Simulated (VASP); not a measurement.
GaAs: single point with PBE

The system is GaAs.

```xyz
2
Lattice="0.0000 2.8362 2.8362 2.8362 0.0000 2.8362 2.8362 2.8362 0.0000" Properties=species:S:1:pos:R:3 pbc="T T T"
Ga    0.0000    0.0000    0.0000
As    4.2544    4.2544    4.2544
```

This cell differs from its parent crystal: volume scaled by 1.01.

```json
{
  "Program": "VASP 6.6.1",
  "Task": "single point",
  "Functional": "PBE",
  "Potentials or basis": "VASP PAW PBE potentials, release 64 (Ga_d, As)",
  "Cutoff": "520 eV",
  "k mesh": "11 × 11 × 11",
  "Occupations": "fermi-dirac, width 0.05 eV",
  "Spin": "no spin polarisation",
  "Dipole correction": "no",
  "Further INCAR settings": "ALGO = Normal; EDIFF = 1e-06; NBANDS = 16"
}
```

| Item | Value |
| --- | --- |
| Pressure | 2.7 GPa |
| Band gap on the k mesh | 0.45 eV, direct |

Levels at points of the mesh, in eV from the valence-band top:
| k point | band 5 | band 6 | band 7 | band 8 | band 9 | band 10 | band 11 | band 12 | band 13 | band 14 |
| --- | --- | --- | --- | --- | --- | --- | --- | --- | --- | --- |
| (0.00, 0.00, 0.00) | -14.71 | -12.65 | 0.00 | 0.00 | 0.00 | 0.45 | 3.73 | 3.73 | 3.73 | 7.56 |

Run time: 53 s on 1 thread of Intel(R) Xeon(R) Platinum 8375C CPU @ 2.90GHz (Ice Lake), with other jobs on the host, peak memory 0.19 GiB.
